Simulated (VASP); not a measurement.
Crystal: Si3Ni.

```
Si Ni
1.0
     0.00000    2.92291    2.92291
     2.92291    0.00000    2.92291
     2.92291    2.92291    0.00000
Si Ni
3 1
Direct
  0.25000 0.25000 0.25000
  0.75000 0.75000 0.75000
  0.50000 0.50000 0.50000
  0.00000 0.00000 0.00000
```

```yaml
Program: VASP 6.6.1
Task: relaxation of cell and atoms
Functional: PBEsol
Potentials_or_basis: VASP PAW PBE potentials, release 64 (Si, Ni)
Cutoff: 600 eV
k_mesh: 12 × 12 × 12
Occupations: gaussian, width 0.1 eV
Spin: no spin polarisation
```

At the start: pressure 4.8 GPa; volume 12.49 Å³/atom.

Question: Where does the relaxation end?

Answer: Over 5 steps the energy falls by 6.1 meV/atom and the volume is 12.93 Å³/atom (+3.5 %); space group Fm-3m (No. 225, to 0.1 Å) before and after.

Step by step:
```tsv
step	energy change (eV)	largest force (eV/Å)	pressure (GPa)	volume (Å³)
1	0.0000	0.0000	4.83	49.94
2	-0.0159	0.0000	-2.44	52.71
3	-0.0242	0.0000	0.33	51.64
4	-0.0241	0.0000	-0.25	51.76
5	-0.0242	0.0000	-0.11	51.71
```

Final structure:
```cif
data_structure
_symmetry_space_group_name_H-M 'P 1'
_symmetry_Int_Tables_number 1
_cell_length_a 4.1817
_cell_length_b 4.1817
_cell_length_c 4.1817
_cell_angle_alpha 60.000
_cell_angle_beta 60.000
_cell_angle_gamma 60.000
_cell_volume 51.71
loop_
_atom_site_label
_atom_site_type_symbol
_atom_site_fract_x
_atom_site_fract_y
_atom_site_fract_z
_atom_site_occupancy
Si1 Si 0.25000 0.25000 0.25000 1
Si2 Si 0.75000 0.75000 0.75000 1
Si3 Si 0.50000 0.50000 0.50000 1
Ni1 Ni 0.00000 0.00000 0.00000 1
```

Caveat: the PAW data sets were made with another functional, which shifts forces and pressure a little.
